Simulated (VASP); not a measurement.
## WC: single point with PBEsol

Crystal: WC.

```xyz
2
Lattice="2.9440 0.0000 0.0000 -1.4720 2.4742 0.0000 0.0000 0.0000 2.8290" Properties=species:S:1:pos:R:3 pbc="T T T"
W     0.0000    0.0000    0.0000
C     1.4720    0.8247    1.4145
```

This cell differs from its parent crystal: strain +0.0150 x Voigt [1, -1, 0, 0, 0, 0].

```json
{
 "Program": "VASP 6.6.1",
 "Task": "single point",
 "Functional": "PBEsol",
 "Potentials or basis": "VASP PAW PBE potentials, release 64 (W_sv, C)",
 "Cutoff": "520 eV",
 "k mesh": "18 × 18 × 16",
 "Occupations": "gaussian, width 0.15 eV",
 "Spin": "no spin polarisation",
 "Dipole correction": "no",
 "Further INCAR settings": "ALGO = Normal; EDIFF = 1e-06; NBANDS = 16"
}
```

The pressure is 0.8 GPa. The largest force is 0.184 eV/Å and the band gap on the k mesh is zero (bands 9 and 10 overlap by 1.20 eV).

Forces on the atoms (eV/Å):
```
W    0.000  0.184  0.000
C    0.000 -0.184  0.000
```

Stress tensor (GPa, compression positive):
```
-6.77  0.00  0.00
 0.00  8.37  0.00
 0.00  0.00  0.80
```

Levels at points of the mesh, in eV from the Fermi level:
| k point | band 7 | band 8 | band 9 | band 10 | band 11 | band 12 |
| --- | --- | --- | --- | --- | --- | --- |
| (0.00, 0.00, 0.00) | -3.61 | -3.11 | 0.11 | 3.20 | 3.33 | 5.55 |
| (0.50, 0.00, 0.00) | -3.66 | -3.64 | -0.36 | 2.44 | 4.42 | 5.07 |
| (0.00, 0.50, 0.00) | -3.65 | -3.55 | -0.63 | 2.20 | 4.61 | 4.97 |
| (0.00, 0.00, 0.50) | -2.09 | -1.97 | -0.90 | -0.31 | 3.73 | 4.35 |
| (0.50, 0.00, 0.50) | -4.29 | -4.14 | 0.20 | 4.38 | 5.38 | 6.77 |
| (0.00, 0.50, 0.50) | -4.60 | -4.18 | 0.52 | 4.58 | 5.45 | 6.61 |

Wall time 67 s on 1 thread of Intel(R) Xeon(R) 6975P-C (Granite Rapids), with other jobs on the host, peak memory 0.36 GiB.

Caveat: the cell differs from its parent crystal (strain +0.0150 x Voigt [1, -1, 0, 0, 0, 0]); the PAW data sets were made with another functional, which shifts forces and pressure a little; spin-orbit coupling is left out, which moves the levels of the heavy elements.
